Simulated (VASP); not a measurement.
Here is a VASP 6.6.1 calculation.

Contents of INCAR:

```
SYSTEM = GaSb3
PREC = Accurate ; ENCUT = 520
EDIFF = 1E-7 ; ISMEAR = 0
SIGMA = 0.15 ; LREAL = .False.
LASPH = .True. ; NELM = 100
ALGO = Normal ; ISIF = 2
LWAVE = .False. ; LCHARG = .False.
GGA = CA ; NBANDS = 22
```

The input KPOINTS:

```
Automatic mesh
0
Gamma
  10 10 10
  0 0 0
```

The input POSCAR:

```
GaSb3
1.0
   -0.1448800451      3.6220011279      4.0204212520
    3.4771210828      0.0000000000      3.8755412069
    3.6220011279      3.6220011279     -0.1448800451
Ga Sb
1 3
Direct
    0.0000000000      0.0000000000      0.0000000000
    0.2500000000      0.2500000000      0.2500000000
    0.7500000000      0.7500000000      0.7500000000
    0.5000000000      0.5000000000      0.5000000000
```

Potentials or basis: VASP PAW LDA potentials, release 64 (Ga_d, Sb).

The run is started by

```sh
$ cat potpaw_LDA.64/Ga_d/POTCAR potpaw_LDA.64/Sb/POTCAR > POTCAR
$ mpirun -np 1 vasp_std > vasp.out
```

Question: Predict the largest force.

Answer: 0.126 eV/Å.

Question: What does it give for the band gap on the k mesh?

Answer: Zero (bands 14 and 15 overlap by 3.92 eV).

Forces in eV/Å, atoms in the order of the input:
```
Ga   0.000  0.000  0.000
Sb   0.000 -0.126  0.000
Sb   0.000  0.126  0.000
Sb   0.000  0.000  0.000
```

Caveat: the cell differs from its parent crystal (engineering shear strain xz -0.0800, normal strain along z +0.1100); the cell stands under tension; spin-orbit coupling is left out, which moves the levels of the heavy elements.
